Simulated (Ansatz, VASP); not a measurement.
# BaS in VASP and in Ansatz

```xyz
2
Lattice="0.0000 3.1938 3.1938 3.1938 0.0000 3.1938 3.1938 3.1938 0.0000" Properties=species:S:1:pos:R:3 pbc="T T T"
Ba    0.0000    0.0000    0.0000
S     3.1938    3.1938    3.1938
```

Alike in both runs: task single point; functional PBE; k mesh 5 × 5 × 5; occupations fermi-dirac, width 0.03 eV; no spin polarisation.

|  | VASP | Ansatz |
| --- | --- | --- |
| version | VASP 6.6.1 | Ansatz 0.2.0 |
| potentials or method | VASP PAW PBE potentials, release 64 (Ba_sv, S), cutoff 520 eV | all-electron LAPW, scalar-relativistic |

VASP gave:

| Item | Value |
| --- | --- |
| gap on the k mesh at the Fermi level (eV) | 2.22 |
| least direct gap on the mesh (eV) | 2.38 |
| pressure (GPa) | 1.4 |

Question: Which values does Ansatz return?

Answer: gap on the k mesh at the Fermi level (eV): 2.32; least direct gap on the mesh (eV): 2.44; pressure (GPa): 0.8.

Ansatz ran all-electron here, and VASP with PAW potentials.

Spin-orbit coupling is off throughout.
